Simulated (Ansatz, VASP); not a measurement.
**One calculation of CdH2O2, two programs**

```
CELL_PARAMETERS angstrom
3.51553 0.00000 0.00000
-1.75776 3.04453 0.00000
0.00000 0.00000 4.64298
ATOMIC_POSITIONS crystal
Cd 0.00000 0.00000 0.00000
H 0.66667 0.33333 0.55096
H 0.33333 0.66667 0.44904
O 0.66667 0.33333 0.75937
O 0.33333 0.66667 0.24063
```

Alike in both runs: task single point; functional PBEsol; k mesh 6 × 6 × 4; occupations gaussian, width 0.1 eV; no spin polarisation.

|  | VASP | Ansatz |
| --- | --- | --- |
| version | VASP 6.6.1 | Ansatz 0.2.0 |
| potentials or method | VASP PAW PBE potentials, release 64 (Cd_sv_GW, H, O), cutoff 700 eV | scalar-relativistic, plane waves, PAW |
| valence electrons in the cell | 34 | 34 |

|  | VASP | Ansatz | Ansatz less VASP |
| --- | --- | --- | --- |
| gap on the k mesh at the Fermi level (eV) | 1.62 | 1.62 | +0.001 |
| least direct gap on the mesh (eV) | 1.96 | 1.96 | 0.000 |
| pressure (GPa) | -0.6 | -0.6 | 0.00 |
| traceless stress, the component that is largest in VASP (GPa) | 2.47 | 1.87 | -0.596 |
| rms of the force components (eV/Å) | 0.360 | 0.294 | -0.0661 |

VASP's potentials were made for PBE, not for PBEsol. Atom by atom the forces differ by 0.067 eV/Å (rms over components).
